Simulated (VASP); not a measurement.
Here is a VASP 6.6.1 calculation.

The input INCAR:

```
ALGO = Normal
EDIFF = 1E-6
ENCUT = 500
GGA = PS
GGA_COMPAT = False
ISIF = 2
ISMEAR = 0
LASPH = True
LCHARG = True
LELF = True
LREAL = False
LVHAR = True
LWAVE = False
NBANDS = 15
NELM = 120
PREC = Accurate
SIGMA = 0.01
```

Contents of KPOINTS:

```
k-points
0
Gamma
  8 8 8
```

File POSCAR:

```
CaS
1.0
    0.0000000000      2.8030847255      2.8030847255
    2.8030847255      0.0000000000      2.8030847255
    2.8030847255      2.8030847255      0.0000000000
Ca S
1 1
Direct
    0.0000000000      0.0000000000      0.0000000000
    0.5000000000      0.5000000000      0.5000000000
```

Potentials or basis: VASP PAW PBE potentials, release 64 (Ca_sv, S).

Run with:

```console
$ cat potpaw_PBE.64/Ca_sv/POTCAR potpaw_PBE.64/S/POTCAR > POTCAR
$ mpirun -np 1 vasp_std > vasp.out
```

Problem. Predict the band gap on the k mesh.

Solution. 2.11 eV (least direct gap 2.97 eV).

Problem. What does it give for the pressure?

Solution. 1.1 GPa.

Caveat: the PAW data sets were made with another functional, which shifts forces and pressure a little. A k mesh can miss the band edges.
